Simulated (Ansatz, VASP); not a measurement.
## ZnIn2F4 in VASP and in Ansatz

Contents of POSCAR:

```
ZnIn2F4
1.0
    0.0000000000      4.9691450000      0.0000000000
    4.9691450000      0.0000000000      0.0000000000
    2.4845720000      2.4845720000     -4.9675210000
In Zn F
2 1 4
Direct
    0.5000000000      0.5000000000      0.0000000000
    0.7500000000      0.2500000000      0.5000000000
    0.0000000000      0.0000000000      0.0000000000
    0.3750000000      0.3750000000      0.7500000000
    0.6250000000      0.1250000000      0.2500000000
    0.8750000000      0.8750000000      0.7500000000
    0.1250000000      0.6250000000      0.2500000000
```

The input INCAR.step1:

```
SYSTEM = ZnIn2F4
PREC = Accurate
ENCUT = 520
ISMEAR = 0
SIGMA = 0.014
LREAL = .FALSE.
LASPH = .TRUE.
NELM = 60
NBANDS = 42
GGA = PE
ALGO = Normal
EDIFF = 1E-4
LWAVE = .TRUE.
LCHARG = .FALSE.
```

The input INCAR.step2:

```
SYSTEM = ZnIn2F4
PREC = Accurate
ENCUT = 520
EDIFF = 1E-7
ISMEAR = 0
SIGMA = 0.014
LREAL = .FALSE.
LASPH = .TRUE.
NELM = 60
ALGO = Normal
ISIF = 2
LWAVE = .FALSE.
LCHARG = .FALSE.
METAGGA = R2SCAN
LMIXTAU = .TRUE.
NBANDS = 42
ISTART = 1
```

Contents of KPOINTS:

```
Automatic mesh
0
G
  6 6 6
  0 0 0
```

Input for Ansatz:

```yaml
crystal:
  lattice:
    - [0.0, 4.969145, 0.0]
    - [4.969145, 0.0, 0.0]
    - [2.484572, 2.484572, -4.967521]
  atoms:
    - { symbol: In, position: [0.5, 0.5, 0.0] }
    - { symbol: In, position: [0.75, 0.25, 0.5] }
    - { symbol: Zn, position: [0.0, 0.0, 0.0] }
    - { symbol: F, position: [0.375, 0.375, 0.75] }
    - { symbol: F, position: [0.625, 0.125, 0.25] }
    - { symbol: F, position: [0.875, 0.875, 0.75] }
    - { symbol: F, position: [0.125, 0.625, 0.25] }
  symmetry: { tolerance: 0.0003 }
kpoints:
  mp_grid: { grid: [6, 6, 6], shift: [0, 0, 0] }
  band_path:
    path:
      - [0.0, 0.0, 0.0]
      - [0.5, -0.5, 0.0]
      - [0.5, -0.5, 0.25]
      - [0.0, -0.5, 0.0]
      - [0.0, 0.0, 0.0]
      - [0.0, 0.0, 0.5]
      - [0.0, -0.37491826, 0.31254087]
      - [0.0, -0.62508174, -0.31254087]
      - [0.0, 0.0, 0.0]
      - [0.5, -0.5, 0.0]
      - [0.37491826, -0.62508174, -0.12508174]
    npoints: 6
magnetization:
  spin_polarized: false
scf:
  occupations: { method: gaussian, width: 0.014 }
  lower_state_search: "off"
  max_iter: 200
hamiltonian:
  pseudopotentials: { kind: paw }
  xc: r2scan
basis:
  ecutwfc: 500
  fft_grid_basis: typed
output:
  forces: true
  stress: true
  eigenvalues: true
  bader: true
  populations: true
  elf: true
  write_potential: true
  volumetric_format: npy
  dos:
    e_range: [-12, 8]
    de: 0.05
    projected: { site_lists: { F: [F], In: [In], Zn: [Zn] } }
checkpoint:
  read: saved_state
```

Alike in both runs: task single point; functional r2SCAN; k mesh 6 × 6 × 6; occupations gaussian, width 0.014 eV; no spin polarisation.

|  | VASP | Ansatz |
| --- | --- | --- |
| version | VASP 6.6.1 | Ansatz 0.2.0 |
| potentials or method | VASP PAW PBE potentials, release 64 (In_d, Zn, F), cutoff 520 eV | PAW plane waves |
| valence electrons in the cell | 66 | 66 |

|  | VASP | Ansatz | Ansatz less VASP |
| --- | --- | --- | --- |
| pressure (GPa) | 10.0 | 9.5 | -0.56 |
| rms of the force components (eV/Å) | 0.689 | 0.658 | -0.0315 |

VASP's potentials were made for PBE, not for r2SCAN. Atom by atom the forces differ by 0.034 eV/Å (rms over components). The functional is the same, so the differences come from potentials, cutoffs and numerics.
